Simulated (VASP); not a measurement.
# PbSeCl (P4/nmm) in VASP: single point with PBE

Aim: the single point of PbSeCl with PBE.

All numbers are computed with VASP 6.6.1; they aren't measurements. Logs are shortened: lines on timing, memory, paths and dates and some standing lists are left out, and cuts for length are marked.

## 1. The cell of the first run

Symmetry: P4/nmm, No. 129, tetragonal system. The conventional cell has a = 4.452 Å, b = 4.452 Å, c = 7.545 Å, α = 90.00°, β = 90.00°, γ = 90.00°. Cl (site symmetry 4mm) has 5 Pb at 2.81 to 3.21 Å and 4 Se at 3.49 Å and 4 Cl at 3.82 Å within 3.9 Å. Within 4.0 Å of Se (site symmetry -4m2) lie 4 Pb at 3.02 Å and 4 Se at 3.15 Å and 4 Cl at 3.49 Å. Pb (site symmetry 4mm) has 5 Cl at 2.81 to 3.21 Å and 4 Se at 3.02 Å within 3.7 Å.

## 2. Single point, PBE

Input file INCAR:

```
ALGO = Normal
EDIFF = 1E-6
ENCUT = 520
GGA = PE
ISIF = 2
ISMEAR = 0
LASPH = T
LCHARG = F
LREAL = F
LWAVE = F
NBANDS = 36
NELM = 80
PREC = Accurate
SIGMA = 0.194
```

Input file KPOINTS:

```
k-points
0
Gamma
  8 8 5
```

Input file POSCAR:

```
PbSeCl
1.0
    4.4515190000      0.0000000000      0.0000000000
    0.0000000000      4.4515190000      0.0000000000
    0.0000000000      0.0000000000      7.5453250000
Cl Se Pb
2 2 2
Direct
    0.0000000000      0.5000000000      0.6438932011
    0.5000000000      0.0000000000      0.3561067989
    0.0000000000      0.0000000000      0.0000000000
    0.5000000000      0.5000000000      0.0000000000
    0.0000000000      0.5000000000      0.2713259724
    0.5000000000      0.0000000000      0.7286740276
```

Potentials or basis: VASP PAW PBE potentials, release 64 (Cl, Se, Pb_d).

Command:

```
> cat potpaw_PBE.64/Cl/POTCAR potpaw_PBE.64/Se/POTCAR potpaw_PBE.64/Pb_d/POTCAR > POTCAR
> mpirun -np 1 vasp_std > vasp.out
```

OUTCAR:

```text
EDIFF = 1E-6
   ENCUT = 520
   GGA = PE
   ISIF = 2
   ISMEAR = 0
   LASPH = T
   LREAL = F
   NELM = 80
   PREC = Accurate

 ion  position               nearest neighbor table
   1  0.000  0.500  0.644-   5 2.81   6 3.21   6 3.21   6 3.21   6 3.21
   2  0.500  0.000  0.356-   6 2.81   5 3.21   5 3.21   5 3.21   5 3.21
   3  0.000  0.000  0.000-   5 3.02   6 3.02   5 3.02   6 3.02
   4  0.500  0.500  0.000-   5 3.02   6 3.02   6 3.02   5 3.02
   5  0.000  0.500  0.271-   1 2.81   3 3.02   4 3.02   3 3.02   4 3.02   2 3.21   2 3.21   2 3.21
                             2 3.21
   6  0.500  0.000  0.729-   2 2.81   3 3.02   4 3.02   4 3.02   3 3.02   1 3.21   1 3.21   1 3.21
                             1 3.21

  LATTYP: Found a simple tetragonal cell.
 ALAT       =     4.4515190000
 C/A-ratio  =     1.6950000663

  Lattice vectors:

 A1 = (   4.4515190000,   0.0000000000,   0.0000000000)
 A2 = (   0.0000000000,   4.4515190000,   0.0000000000)
 A3 = (   0.0000000000,   0.0000000000,   7.5453250000)

Analysis of symmetry for initial positions (statically):
=====================================================================
 Subroutine PRICEL returns:
 Original cell was already a primitive cell.

 Routine SETGRP: Setting up the symmetry group for a
 simple tetragonal supercell.

 Subroutine GETGRP returns: Found 16 space group operations
 (whereof  8 operations were pure point group operations)
 out of a pool of 16 trial point group operations.

The static configuration has the point symmetry D_2d.
 The point group associated with its full space group is D_4h.

Analysis of symmetry for dynamics (positions and initial velocities):
=====================================================================
 Subroutine PRICEL returns:
 Original cell was already a primitive cell.

 Routine SETGRP: Setting up the symmetry group for a
 simple tetragonal supercell.

 Subroutine GETGRP returns: Found 16 space group operations
 (whereof  8 operations were pure point group operations)
 out of a pool of 16 trial point group operations.

The dynamic configuration has the point symmetry D_2d.
 The point group associated with its full space group is D_4h.

 Subroutine INISYM returns: Found 16 space group operations
 (whereof  8 operations are pure point group operations),
 and found     1 'primitive' translations

----------------------------------------------------------------------------------------

                                     Primitive cell

  volume of cell :     149.5183

  direct lattice vectors                    reciprocal lattice vectors
     4.451519000  0.000000000  0.000000000     0.224642420  0.000000000  0.000000000
     0.000000000  4.451519000  0.000000000     0.000000000  0.224642420  0.000000000
     0.000000000  0.000000000  7.545325000     0.000000000  0.000000000  0.132532396

  length of vectors
     4.451519000  4.451519000  7.545325000     0.224642420  0.224642420  0.132532396

  position of ions in fractional coordinates (direct lattice)
     0.000000000  0.500000000  0.643893201
     0.500000000  0.000000000  0.356106799
     0.000000000  0.000000000  0.000000000
     0.500000000  0.500000000  0.000000000
     0.000000000  0.500000000  0.271325972
     0.500000000  0.000000000  0.728674028

  ion indices of the primitive-cell ions
   primitive index   ion index
                 1           1
                 2           2
                 3           3
                 4           4
                 5           5
                 6           6

----------------------------------------------------------------------------------------

 KPOINTS: k-points

Automatic generation of k-mesh.
 Grid dimensions read from file:
 generate k-points for:    8    8    5

 Generating k-lattice:

  Cartesian coordinates                     Fractional coordinates (reciprocal lattice)
     0.028080302  0.000000000  0.000000000     0.125000000  0.000000000  0.000000000
     0.000000000  0.028080302  0.000000000     0.000000000  0.125000000  0.000000000
     0.000000000  0.000000000  0.026506479     0.000000000  0.000000000  0.200000000

  Length of vectors
     0.028080302  0.028080302  0.026506479

  Shift w.r.t. Gamma in fractional coordinates (k-lattice)
     0.000000000  0.000000000  0.000000000

 Subroutine IBZKPT returns following result:
 ===========================================

 Found     45 irreducible k-points:

 Following reciprocal coordinates:
            Coordinates               Weight
  0.000000  0.000000  0.000000      1.000000
  0.125000  0.000000  0.000000      4.000000
  0.250000  0.000000  0.000000      4.000000
  0.375000  0.000000  0.000000      4.000000
  0.500000  0.000000  0.000000      2.000000
  0.125000  0.125000  0.000000      4.000000
[... 16 lines left out ...]
  0.375000  0.125000  0.200000     16.000000
  0.500000  0.125000  0.200000      8.000000
 [... further k-points ...]
   k-points           NKPTS =     45   k-points in BZ     NKDIM =     45   number of bands    NBANDS=     36
   number of dos      NEDOS =    301   number of ions     NIONS =      6
   total plane-waves  NPLWV =  72576
   dimension x,y,z NGX =    36 NGY =   36 NGZ =   56
   dimension x,y,z NGXF=    72 NGYF=   72 NGZF=  112
   ions per type =               2   2   2
   NGX,Y,Z   is equivalent  to a cutoff of  13.44, 13.44, 12.34 a.u.
   NGXF,Y,Z  is equivalent  to a cutoff of  26.89, 26.89, 24.68 a.u.
 SYSTEM =  unknown system
   PREC   = accura    normal or accurate (medium, high low for compatibility)
   ISTART =      0    job   : 0-new  1-cont  2-samecut
   ICHARG =      2    charge: 1-file 2-atom 10-const
   ISPIN  =      1    spin polarized calculation?
   LNONCOLLINEAR =      F non collinear calculations
   LSORBIT =      F    spin-orbit coupling
   LASPH  =      T    aspherical Exc in radial PAW
   ENCUT  =  520.0 eV  38.22 Ry    6.18 a.u.   8.28  8.28 14.03*2*pi/ulx,y,z
   NELM   =     80;   NELMIN=  2; NELMDL= -5     # of ELM steps
   EDIFF  = 0.1E-05   stopping-criterion for ELM
   LREAL  =      F    real-space projection
   EDIFFG = 0.1E-04   stopping-criterion for IOM
   NSW    =      0    number of steps for IOM
   IBRION =     -1    ionic relax: 0-MD 1-quasi-New 2-CG
   NFREE  =      0    steps in history (QN), initial steepest desc. (CG)
   ISIF   =      2    stress and relaxation
   ISYM   =      2    0-nonsym 1-usesym 2-fastsym
   POTIM  = 0.5000    time-step for ionic-motion
   TEBEG  =    0.0;   TEEND  =   0.0 temperature during run
   PSTRESS=    0.0 pullay stress
   NELECT =      54.0000    total number of electrons
   NUPDOWN=      -1.0000    fix difference up-down
   EMIN   =  10.00;   EMAX   =-10.00  energy-range for DOS
   EFERMI =   0.00;   METHOD = LEGACY
   ISMEAR =     0;   SIGMA  =   0.19  broadening in eV -4-tet -1-fermi 0-gaus
   EFERMI_NEDOS =   21; number of points for ismear=-14 and -15
   IALGO  =     38    algorithm
   IMIX   =      4    mixing-type and parameters
     AMIX     =   0.40;   BMIX     =  1.00
     AMIX_MAG =   1.60;   BMIX_MAG =  1.00
  volume/ion in A,a.u.               =      24.92       168.17
  Fermi-wavevector in a.u.,A,eV,Ry     =   1.165846  2.203130 18.493004  1.359197
  Thomas-Fermi vector in A             =   2.302367
   LORBIT       =      0    0 simple, 1 ext, 2 COOP (PROOUT), +10 PAW based schemes
   GGA     = PE    functional components
   LHFCALC =     F    Hartree Fock is set to
   AEXX    =    0.0000 exact exchange contribution
   IVDW    =     0    specifies the selected vdW correction
   LEPSILON=     F    determine dielectric tensor
   LRPA    =     F    only Hartree local field effects (RPA)
 non-spin polarized calculation
 Gauss-broadening in eV      SIGMA  =   0.19
  energy-cutoff  :      520.00
  volume of cell :      149.52
 maximum number of plane-waves:      4057
 NGX is ok and might be reduce to    36
   NGX = 17   NGY = 17   NGZ = 29

 number of electron      53.9999987 magnetization

 Free energy of the ion-electron system (eV)
  ---------------------------------------------------
  ext. energy  EPLUGINS =         0.00000000
  ---------------------------------------------------
  free energy    TOTEN  =       -21.07254290 eV

  energy without entropy =      -21.04840211  energy(sigma->0) =      -21.06047251

 E-fermi :   4.8483     XC(G=0):  -9.7044

 val. band max:        4.8025989553   @ k =   0.2500   0.0000   0.0000
 cond. band min:       4.8645492150   @ k =   0.3750   0.1250   0.2000
 fundamental gap:      0.0619502597
 Fermi energy:         4.8483189415

 k-point     1 :       0.0000    0.0000    0.0000
  band No.  band energies     occupation
      1     -11.8736      2.00000
      2     -11.8524      2.00000
      3     -11.8311      2.00000
      4     -11.7894      2.00000
      5     -11.7883      2.00000
      6     -11.7861      2.00000
[... 28 lines left out ...]
     35       9.9663      0.00000
     36      12.2809      0.00000

 k-point     2 :       0.1250    0.0000    0.0000
  band No.  band energies     occupation
      1     -11.8679      2.00000
      2     -11.8489      2.00000
      3     -11.8281      2.00000
      4     -11.7910      2.00000
      5     -11.7888      2.00000
      6     -11.7888      2.00000
[... 28 lines left out ...]
     35      10.6167      0.00000
     36      12.5481      0.00000

 k-point     3 :       0.2500    0.0000    0.0000
  band No.  band energies     occupation
      1     -11.8549      2.00000
      2     -11.8381      2.00000
      3     -11.8218      2.00000
      4     -11.7953      2.00000
      5     -11.7948      2.00000
      6     -11.7921      2.00000
[... 28 lines left out ...]
     35      11.4897      0.00000
     36      12.7525      0.00000

 k-point     4 :       0.3750    0.0000    0.0000
  band No.  band energies     occupation
      1     -11.8418      2.00000
      2     -11.8214      2.00000
      3     -11.8192      2.00000
      4     -11.8044      2.00000
      5     -11.8017      2.00000
      6     -11.7984      2.00000
[... 28 lines left out ...]
     35      12.1023      0.00000
     36      13.2155      0.00000

 k-point     5 :       0.5000    0.0000    0.0000
  band No.  band energies     occupation
      1     -11.8294      2.00000
      2     -11.8294      2.00000
      3     -11.8057      2.00000
      4     -11.8057      2.00000
      5     -11.8055      2.00000
      6     -11.8055      2.00000
[... 655 lines left out ...]
 k-point    22 :       0.2500    0.1250    0.2000
  band No.  band energies     occupation
      1     -11.8565      2.00000
      2     -11.8374      2.00000
      3     -11.8189      2.00000
      4     -11.8080      2.00000
      5     -11.7962      2.00000
      6     -11.7928      2.00000
[... 28 lines left out ...]
     35      11.6913      0.00000
     36      12.7219      0.00000

 k-point    23 :       0.3750    0.1250    0.2000
  band No.  band energies     occupation
      1     -11.8480      2.00000
      2     -11.8306      2.00000
      3     -11.8214      2.00000
      4     -11.8157      2.00000
      5     -11.8041      2.00000
      6     -11.8004      2.00000
[... 28 lines left out ...]
     35      12.4010      0.00000
     36      12.9340      0.00000

 k-point    24 :       0.5000    0.1250    0.2000
  band No.  band energies     occupation
      1     -11.8381      2.00000
      2     -11.8381      2.00000
      3     -11.8212      2.00000
      4     -11.8212      2.00000
      5     -11.8035      2.00000
      6     -11.8035      2.00000
[... 28 lines left out ...]
     35      12.9022      0.00000
     36      12.9022      0.00000

 [... further k-points ...]

------------------------ aborting loop because EDIFF is reached ----------------------------------------

  FORCE on cell =-STRESS in cart. coord.  units (eV):
  Direction    XX          YY          ZZ          XY          YZ          ZX
  --------------------------------------------------------------------------------------
  -------------------------------------------------------------------------------------
  Total        1.0402268      1.0402268     10.6830833      0.0000000      0.0000000      0.0000000
  in kB       11.1466459     11.1466459    114.4755618      0.0000000      0.0000000      0.0000000
  external PRESSURE =      45.5896179 kB  Pullay stress =       0.0000000 kB

 VOLUME and BASIS-vectors are now :
 -----------------------------------------------------------------------------
  energy-cutoff  :      520.00
  volume of cell :      149.52
      direct lattice vectors                 reciprocal lattice vectors
     4.451519000  0.000000000  0.000000000     0.224642420  0.000000000  0.000000000
     0.000000000  4.451519000  0.000000000     0.000000000  0.224642420  0.000000000
     0.000000000  0.000000000  7.545325000     0.000000000  0.000000000  0.132532396

 POSITION                                       TOTAL-FORCE (eV/Angst)
 -----------------------------------------------------------------------------------
      0.00000      2.22576      4.85838        -0.000000     -0.000000     -0.001002
      2.22576      0.00000      2.68694        -0.000000     -0.000000      0.001002
      0.00000      0.00000      0.00000         0.000000     -0.000000      0.000000
      2.22576      2.22576      0.00000        -0.000000      0.000000      0.000000
      0.00000      2.22576      2.04724         0.000000     -0.000000      0.007966
      2.22576      0.00000      5.49808         0.000000     -0.000000     -0.007966
 -----------------------------------------------------------------------------------
    total drift:                                0.000000      0.000000      0.000000

  FREE ENERGIE OF THE ION-ELECTRON SYSTEM (eV)
  ---------------------------------------------------
  free  energy   TOTEN  =       -21.0725429041 eV

  energy  without entropy=      -21.0484021121  energy(sigma->0) =      -21.06047251
```

It took 6.9 min on 1 thread of AMD EPYC 7R43 (Zen 3), shared host; peak memory 0.34 GiB.

What came out:

```yaml
Free_energy: -21.0725 eV
Pressure: 4.6 GPa
Largest_force: 0.008 eV/Å
Band_gap_on_the_k_mesh: zero (bands 27 and 28 overlap by 2.67 eV)
```

Forces in eV/Å, atoms in the order of the input:
```
Cl   0.000  0.000 -0.001
Cl   0.000  0.000  0.001
Se   0.000  0.000  0.000
Se   0.000  0.000  0.000
Pb   0.000  0.000  0.008
Pb   0.000  0.000 -0.008
```

Stress tensor (GPa, compression positive):
```
 1.11  0.00  0.00
 0.00  1.11  0.00
 0.00  0.00 11.45
```

Levels at points of the mesh, in eV from the Fermi level:
```csv
k point,band 23,band 24,band 25,band 26,band 27,band 28,band 29,band 30,band 31,band 32
"(0.00, 0.00, 0.00)",-2.79,-2.64,-1.62,-0.97,0.47,0.47,3.24,3.24,3.35,3.62
"(0.50, 0.00, 0.00)",-2.09,-2.09,-1.94,-1.94,-0.67,-0.67,2.74,2.74,2.77,2.77
"(0.50, 0.50, 0.00)",-1.49,-1.49,-1.33,-1.33,1.69,1.69,3.35,3.35,3.78,3.78
```

Caveat: the cell stands under pressure; spin-orbit coupling is left out, which moves the levels of the heavy elements.
